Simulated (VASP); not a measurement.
# SiO2 (P6_422) in VASP: a series of runs

SiO2 is run at these levels: LDA; tasks: relaxation of cell and atoms.

Program: VASP 6.6.1. These are calculated values, not measurements. Logs are shortened: lines on timing, memory, paths and dates and some standing lists are left out, and cuts for length are marked.

## Step 1: The cell of the first run

Symmetry: P6_422, No. 181, hexagonal system. The conventional cell has a = 4.990 Å, b = 4.990 Å, c = 5.479 Å, α = 90.00°, β = 90.00°, γ = 120.00°. Within 2.1 Å of Si (site symmetry 222) lie 4 O at 1.59 Å. O (site symmetry 2) has 2 Si at 1.59 Å within 2.1 Å.

## Step 2: Relaxation of cell and atoms, LDA, target pressure 4 GPa, at which the enthalpy is minimised

INCAR

```
SYSTEM = SiO2
  PREC = Accurate
  ENCUT = 600
  EDIFF = 1E-6
  ISMEAR = 0
  SIGMA = 0.02
  LREAL = .False.
  LASPH = .True.
  NELM = 100
  ALGO = Normal
  ISIF = 3
  LWAVE = .False.
  LCHARG = .False.
  IBRION = 2
  NSW = 70
  EDIFFG = -0.008
  PSTRESS = 40.0
```

KPOINTS

```
Automatic mesh
0
Gamma
  6 6 4
  0 0 0
```

POSCAR

```
SiO2
1.0
    4.9899801919      0.0000000000      0.0000000000
   -2.4949900959      4.3214496106      0.0000000000
    0.0000000000      0.0000000000      5.4788661354
Si O
3 6
Direct
    0.0000000000      0.5000000000      0.3333333333
    0.5000000000      0.5000000000      0.6666666667
    0.5000000000      0.0000000000      0.0000000000
    0.5857158312      0.7928579156      0.8333333333
    0.7928579156      0.5857158312      0.5000000000
    0.7928579156      0.2071420844      0.1666666667
    0.4142841688      0.2071420844      0.8333333333
    0.2071420844      0.4142841688      0.5000000000
    0.2071420844      0.7928579156      0.1666666667
```

Potentials or basis: VASP PAW LDA potentials, release 64 (Si, O).

On the command line:

```console
> cat potpaw_LDA.64/Si/POTCAR potpaw_LDA.64/O/POTCAR > POTCAR
> mpirun -np 1 vasp_std > vasp.out
```

OUTCAR:

```text
SYSTEM = SiO2
   PREC = Accurate
   ENCUT = 600
   EDIFF = 1E-6
   ISMEAR = 0
   LREAL = .False.
   LASPH = .True.
   NELM = 100
   ISIF = 3
   IBRION = 2
   NSW = 70
   EDIFFG = -0.008
   PSTRESS = 40.0

 ion  position               nearest neighbor table
   1  0.000  0.500  0.333-   6 1.59   9 1.59   8 1.59   5 1.59   3 3.09   3 3.09   2 3.09   2 3.09

   2  0.500  0.500  0.667-   4 1.59   7 1.59   5 1.59   8 1.59   3 3.09   3 3.09   1 3.09   1 3.09

   3  0.500  0.000  0.000-   4 1.59   7 1.59   6 1.59   9 1.59   2 3.09   2 3.09   1 3.09   1 3.09

   4  0.586  0.793  0.833-   2 1.59   3 1.59
   5  0.793  0.586  0.500-   1 1.59   2 1.59
   6  0.793  0.207  0.167-   1 1.59   3 1.59
   7  0.414  0.207  0.833-   2 1.59   3 1.59
   8  0.207  0.414  0.500-   1 1.59   2 1.59
   9  0.207  0.793  0.167-   1 1.59   3 1.59

  LATTYP: Found a hexagonal cell.
 ALAT       =     4.9899801919
 C/A-ratio  =     1.0979735239

  Lattice vectors:

 A1 = (   4.9899801919,   0.0000000000,   0.0000000000)
 A2 = (  -2.4949900959,   4.3214496106,   0.0000000000)
 A3 = (   0.0000000000,   0.0000000000,   5.4788661354)

Analysis of symmetry for initial positions (statically):
=====================================================================
 Subroutine PRICEL returns:
 Original cell was already a primitive cell.

 Routine SETGRP: Setting up the symmetry group for a
 hexagonal supercell.

 Subroutine GETGRP returns: Found 12 space group operations
 (whereof  4 operations were pure point group operations)
 out of a pool of 24 trial point group operations.

The static configuration has the point symmetry D_2 .
 The point group associated with its full space group is D_6 .

Analysis of symmetry for dynamics (positions and initial velocities):
=====================================================================
 Subroutine PRICEL returns:
 Original cell was already a primitive cell.

 Routine SETGRP: Setting up the symmetry group for a
 hexagonal supercell.

 Subroutine GETGRP returns: Found 12 space group operations
 (whereof  4 operations were pure point group operations)
 out of a pool of 24 trial point group operations.

The dynamic configuration has the point symmetry D_2 .
 The point group associated with its full space group is D_6 .

 Subroutine INISYM returns: Found 12 space group operations
 (whereof  4 operations are pure point group operations),
 and found     1 'primitive' translations

----------------------------------------------------------------------------------------

                                     Primitive cell

  volume of cell :     118.1460

  direct lattice vectors                    reciprocal lattice vectors
     4.989980192  0.000000000  0.000000000     0.200401597  0.115701916  0.000000000
    -2.494990096  4.321449611  0.000000000     0.000000000  0.231403832  0.000000000
     0.000000000  0.000000000  5.478866135     0.000000000  0.000000000  0.182519517

  length of vectors
     4.989980192  4.989980192  5.478866135     0.231403832  0.231403832  0.182519517

  position of ions in fractional coordinates (direct lattice)
     1.000000000  0.500000000  0.333333333
     0.500000000  0.500000000  0.666666667
     0.500000000  0.000000000  0.000000000
     0.585715831  0.792857916  0.833333333
     0.792857916  0.585715831  0.500000000
     0.792857916  0.207142084  0.166666667
     0.414284169  0.207142084  0.833333333
     0.207142084  0.414284169  0.500000000
     0.207142084  0.792857916  0.166666667

  ion indices of the primitive-cell ions
   primitive index   ion index
                 1           1
                 2           2
                 3           3
                 4           4
                 5           5
                 6           6
                 7           7
                 8           8
                 9           9

----------------------------------------------------------------------------------------

 KPOINTS: Automatic mesh

Automatic generation of k-mesh.
 Grid dimensions read from file:
 generate k-points for:    6    6    4

 Generating k-lattice:

  Cartesian coordinates                     Fractional coordinates (reciprocal lattice)
     0.033400266  0.019283653  0.000000000     0.166666667 -0.000000000  0.000000000
     0.000000000  0.038567305  0.000000000     0.000000000  0.166666667  0.000000000
     0.000000000  0.000000000  0.045629879     0.000000000  0.000000000  0.250000000

  Length of vectors
     0.038567305  0.038567305  0.045629879

  Shift w.r.t. Gamma in fractional coordinates (k-lattice)
     0.000000000  0.000000000  0.000000000

 Subroutine IBZKPT returns following result:
 ===========================================

 Found     21 irreducible k-points:

 Following reciprocal coordinates:
            Coordinates               Weight
  0.000000  0.000000  0.000000      1.000000
  0.166667 -0.000000  0.000000      6.000000
  0.333333 -0.000000  0.000000      6.000000
  0.500000 -0.000000  0.000000      3.000000
  0.166667  0.166667  0.000000      6.000000
  0.333333  0.166667  0.000000     12.000000
[... 13 lines left out ...]
  0.333333  0.166667  0.500000     12.000000
  0.333333  0.333333  0.500000      2.000000
   k-points           NKPTS =     21   k-points in BZ     NKDIM =     21   number of bands    NBANDS=     29
   number of dos      NEDOS =    301   number of ions     NIONS =      9
   total plane-waves  NPLWV =  76800
   dimension x,y,z NGX =    40 NGY =   40 NGZ =   48
   dimension x,y,z NGXF=    80 NGYF=   80 NGZF=   96
   ions per type =               3   6
   NGX,Y,Z   is equivalent  to a cutoff of  13.33, 13.33, 14.56 a.u.
   NGXF,Y,Z  is equivalent  to a cutoff of  26.65, 26.65, 29.13 a.u.
 SYSTEM =  SiO2
   PREC   = accura    normal or accurate (medium, high low for compatibility)
   ISTART =      0    job   : 0-new  1-cont  2-samecut
   ICHARG =      2    charge: 1-file 2-atom 10-const
   ISPIN  =      1    spin polarized calculation?
   LNONCOLLINEAR =      F non collinear calculations
   LSORBIT =      F    spin-orbit coupling
   LASPH  =      T    aspherical Exc in radial PAW
   ENCUT  =  600.0 eV  44.10 Ry    6.64 a.u.   9.97  9.97 10.94*2*pi/ulx,y,z
   NELM   =    100;   NELMIN=  2; NELMDL= -5     # of ELM steps
   EDIFF  = 0.1E-05   stopping-criterion for ELM
   LREAL  =      F    real-space projection
   EDIFFG = -.8E-02   stopping-criterion for IOM
   NSW    =     70    number of steps for IOM
   IBRION =      2    ionic relax: 0-MD 1-quasi-New 2-CG
   NFREE  =      1    steps in history (QN), initial steepest desc. (CG)
   ISIF   =      3    stress and relaxation
   ISYM   =      2    0-nonsym 1-usesym 2-fastsym
   POTIM  = 0.5000    time-step for ionic-motion
   TEBEG  =    0.0;   TEEND  =   0.0 temperature during run
   PSTRESS=   40.0 pullay stress
   NELECT =      48.0000    total number of electrons
   NUPDOWN=      -1.0000    fix difference up-down
   EMIN   =  10.00;   EMAX   =-10.00  energy-range for DOS
   EFERMI =   0.00;   METHOD = LEGACY
   ISMEAR =     0;   SIGMA  =   0.02  broadening in eV -4-tet -1-fermi 0-gaus
   EFERMI_NEDOS =   21; number of points for ismear=-14 and -15
   IALGO  =     38    algorithm
   IMIX   =      4    mixing-type and parameters
     AMIX     =   0.40;   BMIX     =  1.00
     AMIX_MAG =   1.60;   BMIX_MAG =  1.00
  volume/ion in A,a.u.               =      13.13        88.59
  Fermi-wavevector in a.u.,A,eV,Ry     =   1.212501  2.291295 20.002737  1.470160
  Thomas-Fermi vector in A             =   2.347983
   LORBIT       =      0    0 simple, 1 ext, 2 COOP (PROOUT), +10 PAW based schemes
   GGA     = CA    functional components
   LHFCALC =     F    Hartree Fock is set to
   AEXX    =    0.0000 exact exchange contribution
   IVDW    =     0    specifies the selected vdW correction
   LEPSILON=     F    determine dielectric tensor
   LRPA    =     F    only Hartree local field effects (RPA)
 conjugate gradient relaxation of ions
 non-spin polarized calculation
 Gauss-broadening in eV      SIGMA  =   0.02
  energy-cutoff  :      600.00
  volume of cell :      118.15
 maximum number of plane-waves:      3960
 NGX is ok and might be reduce to    40
   NGX = 19   NGY = 19   NGZ = 21

--------------------------------------- Ionic step        1  -------------------------------------------

 number of electron      47.9999982 magnetization

 Free energy of the ion-electron system (eV)
  ---------------------------------------------------
  ext. energy  EPLUGINS =         0.00000000
  ---------------------------------------------------
  free energy    TOTEN  =       -77.77168691 eV

  energy without entropy =      -77.77168691  energy(sigma->0) =      -77.77168691

------------------------ aborting loop because EDIFF is reached ----------------------------------------

  FORCE on cell =-STRESS in cart. coord.  units (eV):
  Direction    XX          YY          ZZ          XY          YZ          ZX
  --------------------------------------------------------------------------------------
  -------------------------------------------------------------------------------------
  Total        4.0155766      4.0155766      4.1034181      0.0000000     -0.0000000      0.0000000
  in kB       54.4552214     54.4552214     55.6464404      0.0000000     -0.0000000      0.0000000
  external PRESSURE =      14.8522944 kB  Pullay stress =      40.0000000 kB

 VOLUME and BASIS-vectors are now :
 -----------------------------------------------------------------------------
  energy-cutoff  :      600.00
  volume of cell :      118.15
      direct lattice vectors                 reciprocal lattice vectors
     4.989980192  0.000000000  0.000000000     0.200401597  0.115701916  0.000000000
    -2.494990096  4.321449611  0.000000000     0.000000000  0.231403832  0.000000000
     0.000000000  0.000000000  5.478866135     0.000000000  0.000000000  0.182519517
[... 240 lines left out ...]
  FREE ENERGIE OF THE ION-ELECTRON SYSTEM (eV)
  ---------------------------------------------------
  free  energy   TOTEN  =       -77.7865836621 eV

  energy  without entropy=      -77.7865836621  energy(sigma->0) =      -77.78658366

  enthalpy is  TOTEN    =       -74.8311644999 eV   P V=        2.9554191622

--------------------------------------- Ionic step        7  -------------------------------------------

 number of electron      47.9999983 magnetization

 Free energy of the ion-electron system (eV)
  ---------------------------------------------------
  ext. energy  EPLUGINS =         0.00000000
  ---------------------------------------------------
  free energy    TOTEN  =       -77.78699913 eV

  energy without entropy =      -77.78699913  energy(sigma->0) =      -77.78699913

 E-fermi :   0.6602     XC(G=0):  -9.4863

 val. band max:        0.5481963208   @ k =   0.0000   0.0000   0.5000
 cond. band min:       6.1169770234   @ k =   0.0000   0.0000   0.0000
 fundamental gap:      5.5687807026
 Fermi energy:         0.6601818383

 k-point     1 :       0.0000    0.0000    0.0000
  band No.  band energies     occupation
      1     -18.7869      2.00000
      2     -17.2273      2.00000
      3     -17.2273      2.00000
      4     -16.5407      2.00000
      5     -16.5407      2.00000
      6     -16.5250      2.00000
[... 683 lines left out ...]
 POSITION                                       TOTAL-FORCE (eV/Angst)
 -----------------------------------------------------------------------------------
     -1.24702      2.15990      1.83145        -0.000000      0.000000      0.000000
      1.24702      2.15990      3.66289        -0.000000      0.000000     -0.000000
      2.49404      0.00000      5.49434        -0.000000      0.000000      0.000000
      0.95737      3.43260      4.57862        -0.002648     -0.001529      0.000000
      2.49404      2.54541      2.74717        -0.000000     -0.003058     -0.000000
      3.45140      0.88719      0.91572        -0.002648      0.001529      0.000000
      1.53667      0.88719      4.57862         0.002648      0.001529     -0.000000
      0.00000      1.77439      2.74717         0.000000      0.003058      0.000000
     -0.95737      3.43260      0.91572         0.002648     -0.001529     -0.000000
 -----------------------------------------------------------------------------------
    total drift:                                0.000000     -0.000000     -0.000001

  FREE ENERGIE OF THE ION-ELECTRON SYSTEM (eV)
  ---------------------------------------------------
  free  energy   TOTEN  =       -77.7869991268 eV

  energy  without entropy=      -77.7869991268  energy(sigma->0) =      -77.78699913

  enthalpy is  TOTEN    =       -74.8312946533 eV   P V=        2.9557044735

 reached required accuracy - stopping structural energy minimisation
```

Run time: 6.9 min. Hardware: 1 thread of Intel Xeon 8259CL, shared host; peak memory 0.25 GiB.

What came out:

```
Free energy                                                : -77.7870 eV
Relaxed volume                                             : 13.15 Å³/atom
Relaxed cell                                               : a = 4.988 Å, b = 4.988 Å, c = 5.494 Å, α = 90.00°, β = 90.00°, γ = 120.00°
Space group after relaxing (to 0.1 Å)                      : P6_422 (No. 181)
Energy change on relaxing (the run minimises the enthalpy) : -1.7 meV/atom
Ionic steps                                                : 7
Pressure after relaxing                                    : 4.0 GPa
Largest force after relaxing                               : 0.003 eV/Å
Band gap on the k mesh                                     : 5.57 eV (least direct gap 5.73 eV)
```

Forces on the atoms (eV/Å):
```
Si   0.000  0.000  0.000
Si   0.000  0.000  0.000
Si   0.000  0.000  0.000
O   -0.003 -0.002  0.000
O    0.000 -0.003  0.000
O   -0.003  0.002  0.000
O    0.003  0.002  0.000
O    0.000  0.003  0.000
O    0.003 -0.002  0.000
```

Stress tensor (GPa, compression positive):
```
3.92 0.00 0.00
0.00 3.92 0.00
0.00 0.00 4.10
```

Step by step:
```
step  energy change (eV)  largest force (eV/Å)  pressure (GPa)  volume (Å³)
   1              0.0000                0.1762            5.49       118.15
   2             -0.0472                0.0636            1.38       120.24
   3             -0.0279                0.0731            3.72       119.03
   4             -0.0244                0.0492            3.80       118.82
   5             -0.0175                0.0107            3.96       118.49
   6             -0.0149                0.0025            4.02       118.38
   7             -0.0153                0.0031            3.98       118.39
```

Final structure:
```
Si O
1.0
     4.98807    0.00000    0.00000
    -2.49404    4.31980    0.00000
     0.00000    0.00000    5.49434
Si O
3 6
Direct
  0.00000 0.50000 0.33333
  0.50000 0.50000 0.66667
  0.50000 0.00000 0.00000
  0.58924 0.79462 0.83333
  0.79462 0.58924 0.50000
  0.79462 0.20538 0.16667
  0.41076 0.20538 0.83333
  0.20538 0.41076 0.50000
  0.20538 0.79462 0.16667
```

Levels at points of the mesh, in eV from the valence-band top:
```tsv
k point	band 21	band 22	band 23	band 24	band 25	band 26	band 27	band 28
(0.00, 0.00, 0.00)	-1.08	-0.52	-0.52	-0.17	5.57	8.81	8.81	9.21
(0.50, 0.00, 0.00)	-1.23	-1.03	-0.38	-0.01	7.61	8.52	9.50	9.52
(0.00, 0.00, 0.50)	-1.27	-0.30	0.00	0.00	7.41	7.41	8.20	9.83
(0.50, 0.00, 0.50)	-0.97	-0.77	-0.71	-0.37	8.74	9.00	9.26	9.26
```

Caveat: the cell is relaxed towards a set pressure, so the run minimises the enthalpy, not the energy.

[end of part 1 of 2]
